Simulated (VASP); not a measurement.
Write the native input for VASP 6.6.1 that does the following.

```yaml
Task: single point
Functional: LDA
Potentials_or_basis: VASP PAW LDA potentials, release 64 (B_h, As_d)
Cutoff: 1230 eV
k_mesh: 8 × 8 × 8
Occupations: fermi-dirac, width 0.02 eV
Spin: no spin polarisation
Dipole_correction: no
Further_INCAR_settings: ALGO = Normal; EDIFF = 1e-06; NBANDS = 16
```

The structure of BAs lies in POSCAR:

```
BAs
1.0
    0.0000000000      2.3662726948      2.3662726948
    2.3662726948      0.0000000000      2.3662726948
    2.3662726948      2.3662726948      0.0000000000
B As
1 1
Direct
    0.0000000000      0.0000000000      0.0000000000
    0.2500000000      0.2500000000      0.2500000000
```

The input as run:

INCAR

```
SYSTEM = BAs
PREC = Accurate
ENCUT = 1230
EDIFF = 1E-6
ISMEAR = -1
SIGMA = 0.02
LREAL = .False.
LASPH = .True.
NELM = 120
ALGO = Normal
ISIF = 2
LWAVE = .False.
LCHARG = .False.
NBANDS = 16
GGA_COMPAT = .False.
```

KPOINTS

```
regular mesh
0
Gamma
  8 8 8
  0 0 0
```

Potentials or basis: VASP PAW LDA potentials, release 64 (B_h, As_d).

The run is started by

```sh
$ cat potpaw_LDA.64/B_h/POTCAR potpaw_LDA.64/As_d/POTCAR > POTCAR
$ mpirun -np 1 vasp_std > vasp.out
```

Results of the run:

| Item | Value |
| --- | --- |
| Pressure | 0.3 GPa |
| Band gap on the k mesh | 1.12 eV (least direct gap 3.28 eV) |

Run time: 38 s on 1 thread of Intel(R) Xeon(R) Platinum 8488C (Sapphire Rapids), with other jobs on the host, peak memory 0.22 GiB.
